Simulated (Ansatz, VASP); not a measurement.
# LiH: VASP beside Ansatz

```
CELL_PARAMETERS angstrom
0.00000 1.86990 2.11380
1.86990 0.00000 2.11380
1.86990 1.86990 0.00000
ATOMIC_POSITIONS crystal
Li 0.00000 0.00000 0.00000
H 0.50000 0.50000 0.50000
```

Change from the starting cell: strain -0.080 along x and y, +0.040 along z, atoms carried along.

Alike in both runs: task single point; functional PBE; k mesh 10 × 10 × 10; occupations gaussian, width 0.05 eV; no spin polarisation.

|  | VASP | Ansatz |
| --- | --- | --- |
| version | VASP 6.6.1 | Ansatz 0.2.0 |
| potentials or method | VASP PAW PBE potentials, release 64 (Li_sv, H), cutoff 520 eV | scalar-relativistic, plane waves, PAW |
| valence electrons in the cell | 4 | 4 |

VASP gave:

| Property | Result |
| --- | --- |
| gap on the k mesh at the Fermi level (eV) | 1.53 |
| least direct gap on the mesh (eV) | 2.54 |

Q: What did Ansatz give for the same quantities?

A: gap on the k mesh at the Fermi level (eV): 1.54; least direct gap on the mesh (eV): 2.55.

Noted on VASP's run: the cutoff is short for stress, so the pressure is rough.
